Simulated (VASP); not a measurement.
Set up this calculation in VASP 6.6.1, as the native input.

```
Task                   : single point
Functional             : PBE
Potentials or basis    : VASP PAW PBE potentials, release 64 (Te)
Cutoff                 : 520 eV
k mesh                 : 12 × 12 × 1
Occupations            : gaussian, width 0.1 eV
Spin                   : no spin polarisation
Dipole correction      : yes
Further INCAR settings : ALGO = Normal; EDIFF = 1e-06; NBANDS = 13
```

The structure of Te lies in POSCAR:

```
Te
1.0
    4.9671391274     -0.0000003142      0.0000000000
   -2.4835692916      4.3016688256      0.0000000000
    0.0000000000      0.0000000000     26.6898124800
Te
2
Direct
    0.3333333333      0.6666666667      0.3137144517
    0.6666666667      0.3333333333      0.2857652192
```

The cell was built from a structure type or drawn by symmetry, and may not be a known phase.

These files were run (other wordings do the same):

INCAR

```
PREC = Accurate ; ENCUT = 520
EDIFF = 1E-6 ; ISMEAR = 0
SIGMA = 0.1 ; LREAL = False
LASPH = True ; NELM = 100
ALGO = Normal ; ISIF = 2
LWAVE = False ; LCHARG = True
LDIPOL = True ; IDIPOL = 3
DIPOL = 0.5 0.5 0.300 ; GGA = PE
LELF = True ; LVHAR = True
LVACPOTAV = True ; NBANDS = 13
```

KPOINTS

```
Automatic mesh
0
Gamma
  12 12 1
```

Potentials or basis: VASP PAW PBE potentials, release 64 (Te).

The run is started by

```bash
$ cat potpaw_PBE.64/Te/POTCAR > POTCAR
$ mpirun -np 1 vasp_std > vasp.out
```

Results of the run:

```
Band gap on the k mesh : zero (bands 6 and 7 overlap by 0.24 eV)
```

Caveat: spin-orbit coupling is left out, which moves the levels of the heavy elements.

Wall time 5.9 min on 1 thread of Intel Xeon 8259CL, with other jobs on the host, peak memory 0.71 GiB.
